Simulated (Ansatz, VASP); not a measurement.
**Two plane-wave programs on Sc2SiF2**

```
Sc Si F
1.0
     3.51272    0.00000    0.00000
    -1.75636    3.04210    0.00000
     0.00000    0.00000    6.24298
Sc Si F
2 1 2
Direct
  0.33333 0.66667 0.29000
  0.66667 0.33333 0.71000
  0.00000 0.00000 0.00000
  0.33333 0.66667 0.62000
  0.66667 0.33333 0.38000
```

Change from the starting cell: species swapped into the Ho2SeO2 type (P-3m1, No. 164).

Alike in both runs: task single point; functional PBE; k mesh 6 × 6 × 4; occupations gaussian, width 0.1 eV; no spin polarisation.

|  | VASP | Ansatz |
| --- | --- | --- |
| version | VASP 6.6.1 | Ansatz 0.2.0 |
| potentials or method | VASP PAW PBE potentials, release 64 (Sc_sv, Si, F), cutoff 600 eV | scalar-relativistic, plane waves, PAW |
| valence electrons in the cell | 40 | 40 |

```csv
,VASP,Ansatz,Ansatz less VASP
gap on the k mesh at the Fermi level (eV),none,none,-
pressure (GPa),21.3,20.7,-0.67
"traceless stress, the component that is largest in VASP (GPa)",1.38,1.22,-0.161
rms of the force components (eV/Å),1.379,1.340,-0.0386
```

Atom by atom the forces differ by 0.042 eV/Å (rms over components). A gap of «none» marks a metal or a gap that the smearing closes.
